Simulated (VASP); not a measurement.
Input of a VASP 6.6.1 run:

INCAR

```
  PREC = Accurate
  ENCUT = 520
  EDIFF = 1E-6
  ISMEAR = 0
  SIGMA = 0.01
  LREAL = F
  LASPH = T
  NELM = 80
  ALGO = Normal
  ISIF = 2
  LWAVE = F
  LCHARG = T
  GGA = PE
  LELF = T
  LVHAR = T
  NBANDS = 19
```

File KPOINTS:

```
Automatic mesh
0
Gamma
  6 6 6
```

Contents of POSCAR:

```
SrCl2
1.0
    2.4567214715      1.4183888029      4.0153159770
   -2.4567214715      1.4183888029      4.0153159770
    0.0000000000     -2.8367776058      4.0153159770
Sr Cl
1 2
Direct
    0.0000000000      0.0000000000      0.0000000000
    0.2499511369      0.2499511369      0.2499511369
    0.7500488631      0.7500488631      0.7500488631
```

Potentials or basis: VASP PAW PBE potentials, release 64 (Sr_sv, Cl).

The run is started by

```console
$ cat potpaw_PBE.64/Sr_sv/POTCAR potpaw_PBE.64/Cl/POTCAR > POTCAR
$ mpirun -np 1 vasp_std > vasp.out
```

Q: Predict the band gap on the k mesh.

A: 5.38 eV (least direct gap 5.50 eV).

Q: What does it give for the pressure?

A: 1.5 GPa.

A k mesh can miss the band edges.
